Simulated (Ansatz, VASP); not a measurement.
Mg4Se: VASP beside Ansatz

The input INCAR:

```
SYSTEM = Mg4Se
PREC = Accurate ; ENCUT = 600
EDIFF = 1E-6 ; ISMEAR = 0
SIGMA = 0.1 ; LREAL = .False.
LASPH = .True. ; NELM = 80
ALGO = Normal ; ISIF = 3
LWAVE = .False. ; LCHARG = .False.
GGA = PE ; IBRION = 2
NSW = 90 ; EDIFFG = -0.04
```

The input KPOINTS:

```
Automatic mesh
0
Gamma
  6 6 4
  0 0 0
```

POSCAR

```
Mg4Se
1.0
    4.5564401000      0.0000000000      0.0000000000
   -2.2782200500      3.9459928800      0.0000000000
    0.0000000000      0.0000000000      6.3932558100
Mg Se
4 1
Direct
    0.3333333300      0.6666666700      0.0000000000
    0.6666666700      0.3333333300      0.0000000000
    0.0000000000      0.0000000000      0.8352945100
    0.0000000000      0.0000000000      0.1647054900
    0.0000000000      0.0000000000      0.5000000000
```

Input for Ansatz:

```yaml
crystal:
  lattice:
    - [4.5564401, 0.0, 0.0]
    - [-2.27822005, 3.94599288, 0.0]
    - [0.0, 0.0, 6.39325581]
  atoms:
    - { symbol: Mg, position: [0.33333333, 0.66666667, 0.0] }
    - { symbol: Mg, position: [0.66666667, 0.33333333, 0.0] }
    - { symbol: Mg, position: [0.0, 0.0, 0.83529451] }
    - { symbol: Mg, position: [0.0, 0.0, 0.16470549] }
    - { symbol: Se, position: [0.0, 0.0, 0.5] }
basis:
  ecutwfc: 420
kpoints:
  mp_grid: { grid: [6, 6, 4] }
hamiltonian:
  xc: pbe
scf:
  occupations: { method: gaussian, width: 0.1 }
  lower_state_search: "off"
output:
  forces: true
  stress: true
  eigenvalues: true
relax:
  adjacent_minimum: "off"
  f_tol: 0.04
  max_steps: 70
  cell: { stress_tol: 0.4 }
```

Alike in both runs: task relaxation of cell and atoms; functional PBE; k mesh 6 × 6 × 4; occupations gaussian, width 0.1 eV; no spin polarisation.

|  | VASP | Ansatz |
| --- | --- | --- |
| version | VASP 6.6.1 | Ansatz 0.2.0 |
| potentials or method | VASP PAW PBE potentials, release 64 (Mg, Se), cutoff 600 eV | scalar-relativistic, plane waves, PAW |
| valence electrons in the cell | 14 | 56 |

|  | VASP | Ansatz | Ansatz less VASP |
| --- | --- | --- | --- |
| gap on the k mesh at the Fermi level, each at its own relaxed structure (eV) | none | none | - |
| relaxed volume (Å³/atom) | 34.99 | 35.09 | +0.099 |
| relaxed cell length with the largest relative difference (Å) | 5.152 | 5.159 | +0.0067 |

A gap of «none» marks a metal or a gap that the smearing closes. VASP's potentials hold 14 valence electrons a cell and Ansatz's 56, so a difference there can come from the potentials and not from the codes.

Noted on VASP's run: the volume moved by over 15 % at a fixed basis, so the end points are rough.
